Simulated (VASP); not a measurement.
Input of a VASP 6.6.1 run:

The input INCAR:

```
PREC = Accurate
ENCUT = 520
EDIFF = 1E-7
ISMEAR = 0
SIGMA = 0.1
LREAL = False
LASPH = True
NELM = 150
ALGO = Normal
ISIF = 2
LWAVE = False
LCHARG = False
ISPIN = 2
MAGMOM = 2 0
LORBIT = 11
LMAXMIX = 4
LDAU = True
LDAUTYPE = 2
LDAUL = 2 -1
LDAUU = 4.38 0
LDAUJ = 0 0
LDAUPRINT = 1
GGA = PE
NBANDS = 21
```

KPOINTS

```
regular mesh
0
Gamma
  12 12 12
```

File POSCAR:

```
MoS
1.0
    0.0000000000      2.7622918738      2.7622918738
    2.7622918738      0.0000000000      2.7622918738
    2.7622918738      2.7622918738      0.0000000000
Mo S
1 1
Direct
    0.0000000000      0.0000000000      0.0000000000
    0.2500000000      0.2500000000      0.2500000000
```

Potentials or basis: VASP PAW PBE potentials, release 64 (Mo_sv, S).

Run with:

```console
$ cat potpaw_PBE.64/Mo_sv/POTCAR potpaw_PBE.64/S/POTCAR > POTCAR
$ mpirun -np 1 vasp_std > vasp.out
```

(1) Predict the site moments.

(2) What does it give for the net moment?

(3) Estimate the pressure.

Results:

(1) Mo +1.54; S -0.06 μB.

(2) 1.57 μB per cell.

(3) -2.1 GPa.
